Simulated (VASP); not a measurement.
A run of VASP 6.6.1:

The input INCAR:

```
PREC = Accurate ; ENCUT = 500
EDIFF = 1E-6 ; ISMEAR = -1
SIGMA = 0.01 ; LREAL = F
LASPH = T ; NELM = 120
ALGO = Normal ; ISIF = 2
LWAVE = F ; LCHARG = T
GGA = PE ; LELF = T
LVHAR = T ; NBANDS = 16
GGA_COMPAT = F
```

Contents of KPOINTS:

```
Automatic mesh
0
Gamma
  7 7 7
```

POSCAR

```
AgI
1.0
    0.0000000000      3.2147778690      3.2147778690
    3.2147778690      0.0000000000      3.2147778690
    3.2147778690      3.2147778690      0.0000000000
Ag I
1 1
Direct
    0.0000000000      0.0000000000      0.0000000000
    0.7500000000      0.7500000000      0.7500000000
```

Potentials or basis: VASP PAW PBE potentials, release 64 (Ag, I).

Launch:

```sh
$ cat potpaw_PBE.64/Ag/POTCAR potpaw_PBE.64/I/POTCAR > POTCAR
$ mpirun -np 1 vasp_std > vasp.out
```

Hardware: 1 thread of Intel Xeon 8259CL (shared host).

**Question.** How long does it take, and how much memory?

**Answer.** Run time: 38 s on 1 thread of Intel Xeon 8259CL, on a shared host, peak memory 0.21 GiB. Counts: scf iterations 12, k points 20.
